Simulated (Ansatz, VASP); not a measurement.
**Ta in VASP and in Ansatz**

```
CELL_PARAMETERS angstrom
-1.56241 1.56241 1.98442
1.56241 -1.56241 1.98442
1.56241 1.56241 -1.98442
ATOMIC_POSITIONS crystal
Ta 0.00000 0.00000 0.00000
```

Alike in both runs: task single point; functional PBE; k mesh 20 × 20 × 20; occupations gaussian, width 0.15 eV; no spin polarisation.

|  | VASP | Ansatz |
| --- | --- | --- |
| version | VASP 6.6.1 | Ansatz 0.2.0 |
| potentials or method | VASP PAW PBE potentials, release 64 (Ta_pv), cutoff 520 eV | scalar-relativistic, plane waves, PAW |
| valence electrons in the cell | 11 | 13 |

Ansatz gave:

- gap on the k mesh at the Fermi level (eV): none
- pressure (GPa): -6.7
- traceless stress, the component that is largest in VASP (GPa): -7.85

Problem. What did VASP give for the same quantities?

Solution. gap on the k mesh at the Fermi level (eV): none; pressure (GPa): -6.7; traceless stress, the component that is largest in VASP (GPa): -7.87.

A gap of «none» marks a metal or a gap that the smearing closes. VASP's potentials hold 11 valence electrons a cell and Ansatz's 13, so a difference there can come from the potentials and not from the codes.

Spin-orbit coupling is off throughout.
